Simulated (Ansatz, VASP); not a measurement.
# KMgF3 in VASP and in Ansatz

```
K Mg F
1.0
     3.98590    0.02989    0.00000
     0.02989    3.98590    0.00000
     0.00000    0.00000    3.98590
K Mg F
1 1 3
Cartesian
  2.0079 2.0079 1.9929
  0.0000 0.0000 0.0000
  1.9929 0.0149 0.0000
  0.0149 1.9929 0.0000
  0.0000 0.0000 1.9929
```

Change from the starting cell: strain +0.0150 x Voigt [0, 0, 0, 0, 0, 1], atoms carried along.

Alike in both runs: task single point; functional PBEsol; k mesh 6 × 6 × 6; occupations gaussian, width 0.05 eV; no spin polarisation.

```csv
,VASP,Ansatz
version,VASP 6.6.1,Ansatz 0.2.0
potentials or method,"VASP PAW PBE potentials, release 64 (K_sv, Mg, F), cutoff 520 eV","scalar-relativistic, plane waves, PAW"
valence electrons in the cell,32,40
```

|  | VASP | Ansatz | Ansatz less VASP |
| --- | --- | --- | --- |
| gap on the k mesh at the Fermi level (eV) | 7.12 | 7.14 | +0.024 |
| least direct gap on the mesh (eV) | 7.42 | 7.44 | +0.022 |
| pressure (GPa) | -0.1 | 0.3 | +0.39 |
| traceless stress, the component that is largest in VASP (GPa) | -0.69 | -0.68 | +0.010 |

VASP's potentials were made for PBE, not for PBEsol. The functional is the same, so the differences come from potentials, cutoffs and numerics. VASP's potentials hold 32 valence electrons a cell and Ansatz's 40, so a difference there can come from the potentials and not from the codes.
